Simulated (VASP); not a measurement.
Here is a VASP 6.6.1 calculation.

The input INCAR:

```
ALGO = Fast
EDIFF = 1E-7
ENCUT = 520
GGA = PE
ISIF = 2
ISMEAR = 0
LASPH = True
LCHARG = True
LELF = True
LREAL = False
LVHAR = True
LWAVE = False
NBANDS = 77
NELM = 100
PREC = Accurate
SIGMA = 0.2
```

Contents of KPOINTS:

```
k-points
0
Gamma
  3 3 3
```

File POSCAR:

```
In4Ru
1.0
    6.4724457707      0.0000000000      0.0000000000
    0.0000000000      6.4724457707      0.0000000000
    0.0000000000      0.0000000000      6.0302796584
In Ru
8 2
Direct
    0.7503069935      0.2503069935      0.2539396677
    0.2496930065      0.7496930065      0.2539396677
    0.7496930065      0.2496930065      0.7460603323
    0.7503069935      0.7496930065      0.7460603323
    0.2503069935      0.2496930065      0.2539396677
    0.7496930065      0.7503069935      0.2539396677
    0.2496930065      0.2503069935      0.7460603323
    0.2503069935      0.7503069935      0.7460603323
    0.5000000000      0.5000000000      0.0000000000
    0.0000000000      0.0000000000      0.0000000000
```

Potentials or basis: VASP PAW PBE potentials, release 64 (In_d, Ru_pv).

The run is started by

```console
$ cat potpaw_PBE.64/In_d/POTCAR potpaw_PBE.64/Ru_pv/POTCAR > POTCAR
$ mpirun -np 1 vasp_std > vasp.out
```

(1) What does it give for the band gap on the k mesh?

(2) Predict the largest force.

Results:

(1) zero (band 66 reaches 7.51 eV, above the bottom of band 67 at 6.47 eV).

(2) 0.008 eV/Å.

Caveat: spin-orbit coupling is left out, which moves the levels of the heavy elements.
